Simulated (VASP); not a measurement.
# Ga (I4/mmm) in VASP: single point with r2SCAN

Aim: the single point of Ga with r2SCAN.

All numbers are computed with VASP 6.6.1; they aren't measurements. Logs are shortened: lines on timing, memory, paths and dates and some standing lists are left out, and cuts for length are marked.

## Step 1: The cell of the first run

The structure is tetragonal, space group I4/mmm (No. 139). The conventional cell has a = 2.850 Å, b = 2.850 Å, c = 4.324 Å, α = 90.00°, β = 90.00°, γ = 90.00°. Ga (site symmetry 4/mmm) has 12 Ga at 2.85 to 2.96 Å within 3.8 Å.

## Step 2: Single point, r2SCAN (strain +0.015 along x and y, -0.030 along z)

Input file POSCAR:

```
Ga
1.0
   -1.4250600000      1.4250600000      2.1621300000
    1.4250600000     -1.4250600000      2.1621300000
    1.4250600000      1.4250600000     -2.1621300000
Ga
1
Direct
    0.0000000000      0.0000000000      0.0000000000
```

Input file INCAR.step1:

```
PREC = Accurate
ENCUT = 520
ISMEAR = 0
SIGMA = 0.15
LREAL = False
LASPH = True
NELM = 60
NBANDS = 12
GGA = PE
ALGO = Normal
EDIFF = 1E-4
LWAVE = True
LCHARG = False
```

Input file INCAR.step2:

```
PREC = Accurate
ENCUT = 520
EDIFF = 1E-6
ISMEAR = 0
SIGMA = 0.15
LREAL = False
LASPH = True
NELM = 60
ALGO = Normal
ISIF = 2
LWAVE = False
LCHARG = False
METAGGA = R2SCAN
LMIXTAU = True
NBANDS = 12
ISTART = 1
```

Input file KPOINTS:

```
Automatic mesh
0
Gamma
  24 24 24
```

Potentials or basis: VASP PAW PBE potentials, release 64 (Ga_d).

Launch:

```bash
$ cat potpaw_PBE.64/Ga_d/POTCAR > POTCAR
$ cp INCAR.step1 INCAR
$ mpirun -np 1 vasp_std > vasp.out
$ cp INCAR.step2 INCAR
$ mpirun -np 1 vasp_std > vasp.out
```

OUTCAR:

```text
PREC = Accurate
   ENCUT = 520
   EDIFF = 1E-6
   ISMEAR = 0
   LREAL = False
   LASPH = True
   NELM = 60
   ISIF = 2
   METAGGA = R2SCAN
   ISTART = 1

 ion  position               nearest neighbor table
   1  0.000  0.000  0.000-

  LATTYP: Found a body centered tetragonal cell.
 ALAT       =     2.8501200000
 C/A-ratio  =     1.5172203276

  Lattice vectors:

 A1 = (  -1.4250600000,   1.4250600000,   2.1621300000)
 A2 = (   1.4250600000,  -1.4250600000,   2.1621300000)
 A3 = (   1.4250600000,   1.4250600000,  -2.1621300000)

Analysis of symmetry for initial positions (statically):
=====================================================================
 Subroutine PRICEL returns:
 Original cell was already a primitive cell.

 Routine SETGRP: Setting up the symmetry group for a
 body centered tetragonal supercell.

 Subroutine GETGRP returns: Found 16 space group operations
 (whereof 16 operations were pure point group operations)
 out of a pool of 16 trial point group operations.

The static configuration has the point symmetry D_4h.

Analysis of symmetry for dynamics (positions and initial velocities):
=====================================================================
 Subroutine PRICEL returns:
 Original cell was already a primitive cell.

 Routine SETGRP: Setting up the symmetry group for a
 body centered tetragonal supercell.

 Subroutine GETGRP returns: Found 16 space group operations
 (whereof 16 operations were pure point group operations)
 out of a pool of 16 trial point group operations.

The dynamic configuration has the point symmetry D_4h.

 Subroutine INISYM returns: Found 16 space group operations
 (whereof 16 operations are pure point group operations),
 and found     1 'primitive' translations

----------------------------------------------------------------------------------------

                                     Primitive cell

  volume of cell :      17.5634

  direct lattice vectors                    reciprocal lattice vectors
    -1.425060000  1.425060000  2.162130000     0.000000000  0.350862420  0.231253440
     1.425060000 -1.425060000  2.162130000     0.350862420  0.000000000  0.231253440
     1.425060000  1.425060000 -2.162130000     0.350862420  0.350862420  0.000000000

  length of vectors
     2.955739864  2.955739864  2.955739864     0.420217314  0.420217314  0.496194393

  position of ions in fractional coordinates (direct lattice)
[... 71 lines left out ...]
   ISPIN  =      1    spin polarized calculation?
   LNONCOLLINEAR =      F non collinear calculations
   LSORBIT =      F    spin-orbit coupling
   LASPH  =      T    aspherical Exc in radial PAW
   ENCUT  =  520.0 eV  38.22 Ry    6.18 a.u.   5.50  5.50  5.50*2*pi/ulx,y,z
   NELM   =     60;   NELMIN=  2; NELMDL=  0     # of ELM steps
   EDIFF  = 0.1E-05   stopping-criterion for ELM
   LREAL  =      F    real-space projection
[... 7 lines left out ...]
   TEBEG  =    0.0;   TEEND  =   0.0 temperature during run
   PSTRESS=    0.0 pullay stress
   NELECT =      13.0000    total number of electrons
   NUPDOWN=      -1.0000    fix difference up-down
   EMIN   =  10.00;   EMAX   =-10.00  energy-range for DOS
   EFERMI =   0.00;   METHOD = LEGACY
   ISMEAR =     0;   SIGMA  =   0.15  broadening in eV -4-tet -1-fermi 0-gaus
   EFERMI_NEDOS =   21; number of points for ismear=-14 and -15
   IALGO  =     38    algorithm
   IMIX   =      4    mixing-type and parameters
     AMIX     =   0.40;   BMIX     =  1.00
     AMIX_MAG =   1.60;   BMIX_MAG =  1.00
  volume/ion in A,a.u.               =      17.56       118.52
  Fermi-wavevector in a.u.,A,eV,Ry     =   1.480880  2.798458 29.837659  2.193006
  Thomas-Fermi vector in A             =   2.594860
   LORBIT       =      0    0 simple, 1 ext, 2 COOP (PROOUT), +10 PAW based schemes
   METAGGA = R2SCAN    functional components
   LHFCALC =     F    Hartree Fock is set to
   AEXX    =    0.0000 exact exchange contribution
   IVDW    =     0    specifies the selected vdW correction
   LEPSILON=     F    determine dielectric tensor
   LRPA    =     F    only Hartree local field effects (RPA)
 non-spin polarized calculation
 Gauss-broadening in eV      SIGMA  =   0.15
  energy-cutoff  :      520.00
  volume of cell :       17.56
 maximum number of plane-waves:       493
 NGX is ok and might be reduce to    24
   NGX = 11   NGY = 11   NGZ = 11

 number of electron      12.9999992 magnetization

 Free energy of the ion-electron system (eV)
  ---------------------------------------------------
  ext. energy  EPLUGINS =         0.00000000
  ---------------------------------------------------
  free energy    TOTEN  =       -11.30929834 eV

  energy without entropy =      -11.30603008  energy(sigma->0) =      -11.30766421

 E-fermi :   6.1839     XC(G=0): -12.5982

 val. band max:        6.1834578467   @ k =   0.3750   0.3750   0.0000
 cond. band min:       6.1869099978   @ k =  -0.4583   0.5000   0.2083
 fundamental gap:      0.0034521511
 Fermi energy:         6.1839336429

 k-point     1 :       0.0000    0.0000    0.0000
  band No.  band energies     occupation
      1      -9.4299      2.00000
      2      -9.3498      2.00000
      3      -9.3498      2.00000
      4      -9.2727      2.00000
      5      -9.1834      2.00000
      6      -6.0922      2.00000
      7      19.9285      0.00000
      8      19.9286      0.00000
      9      20.0952      0.00000
     10      23.2548      0.00000
     11      23.3824      0.00000
     12      23.8556      0.00000
[... 331 lines left out ...]
 k-point    24 :       0.4583    0.0417    0.0000
  band No.  band energies     occupation
      1      -9.4882      2.00000
      2      -9.4051      2.00000
      3      -9.3352      2.00000
      4      -9.1176      2.00000
      5      -9.0907      2.00000
      6       0.4145      2.00000
      7       2.2224      2.00000
      8      16.0452      0.00000
      9      17.5961      0.00000
     10      20.6281      0.00000
     11      21.4934      0.00000
     12      23.5991      0.00000

 [... further k-points ...]
[... 5 lines left out ...]
  --------------------------------------------------------------------------------------
  -------------------------------------------------------------------------------------
  Total        0.1037335      0.1037335      0.1214855      0.0000000      0.0000000      0.0000000
  in kB        9.4628435      9.4628435     11.0822262      0.0000000      0.0000000      0.0000000
  external PRESSURE =      10.0026378 kB  Pullay stress =       0.0000000 kB

 VOLUME and BASIS-vectors are now :
 -----------------------------------------------------------------------------
  energy-cutoff  :      520.00
  volume of cell :       17.56
      direct lattice vectors                 reciprocal lattice vectors
    -1.425060000  1.425060000  2.162130000     0.000000000  0.350862420  0.231253440
     1.425060000 -1.425060000  2.162130000     0.350862420  0.000000000  0.231253440
     1.425060000  1.425060000 -2.162130000     0.350862420  0.350862420  0.000000000

 POSITION                                       TOTAL-FORCE (eV/Angst)
 -----------------------------------------------------------------------------------
      0.00000      0.00000      0.00000        -0.000000      0.000000      0.000000
 -----------------------------------------------------------------------------------
    total drift:                                0.000000      0.000000     -0.000000

  FREE ENERGIE OF THE ION-ELECTRON SYSTEM (eV)
  ---------------------------------------------------
  free  energy   TOTEN  =       -11.3092983416 eV

  energy  without entropy=      -11.3060300754  energy(sigma->0) =      -11.30766421
```

Run time: 7 min. Hardware: 1 thread of Intel Xeon 6975P-C, shared host; peak memory 0.33 GiB.

What came out:

```
Free energy : -11.3093 eV
Pressure    : 1.0 GPa
```

Stress tensor (GPa, compression positive):
```
0.95 0.00 0.00
0.00 0.95 0.00
0.00 0.00 1.11
```

Caveat: the cell differs from its parent crystal (strain +0.015 along x and y, -0.030 along z); the PAW data sets were made with another functional, which shifts forces and pressure a little.
